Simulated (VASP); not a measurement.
Ta:

```
Ta
1.0
     2.94513    0.00000    0.00000
    -1.47256    2.55056    0.00000
     0.00000    0.00000    9.61879
Ta
4
Direct
  0.00000 0.00000 0.00000
  0.00000 0.00000 0.50000
  0.33333 0.66667 0.25000
  0.66667 0.33333 0.75000
```

- Program: VASP 6.6.1
- Task: relaxation of cell and atoms
- Functional: PBEsol
- Potentials or basis: VASP PAW PBE potentials, release 64 (Ta_pv)
- Cutoff: 600 eV
- k mesh: 12 × 12 × 4
- Occupations: fermi-dirac, width 0.1 eV
- Spin: no spin polarisation

At the start: pressure 1.5 GPa; volume 18.06 Å³/atom.

Q: Where does the relaxation end?

A: Over 8 steps the energy falls by 10.4 meV/atom and the volume is 18.19 Å³/atom (+0.7 %); space group P6_3/mmc (No. 194, to 0.05 Å).

The path:
```tsv
step	energy change (eV)	largest force (eV/Å)	pressure (GPa)	volume (Å³)
1	0.0000	0.0000	1.55	72.25
2	-0.0157	0.0000	-3.49	74.08
3	-0.0189	0.0000	-2.05	73.54
4	-0.0382	0.0000	-0.69	73.01
5	-0.0415	0.0000	0.23	72.67
6	-0.0415	0.0000	0.18	72.68
7	-0.0416	0.0000	-0.13	72.79
8	-0.0416	0.0000	-0.01	72.75
```

Final structure:
```xyz
4
Lattice="2.8982 0.0000 0.0000 -1.4491 2.5099 0.0000 0.0000 0.0000 10.0014" Properties=species:S:1:pos:R:3 pbc="T T T"
Ta    0.0000    0.0000    0.0000
Ta    0.0000    0.0000    5.0007
Ta    0.0000    1.6733    2.5003
Ta    1.4491    0.8366    7.5010
```

Caveat: the PAW data sets were made with another functional, which shifts forces and pressure a little.
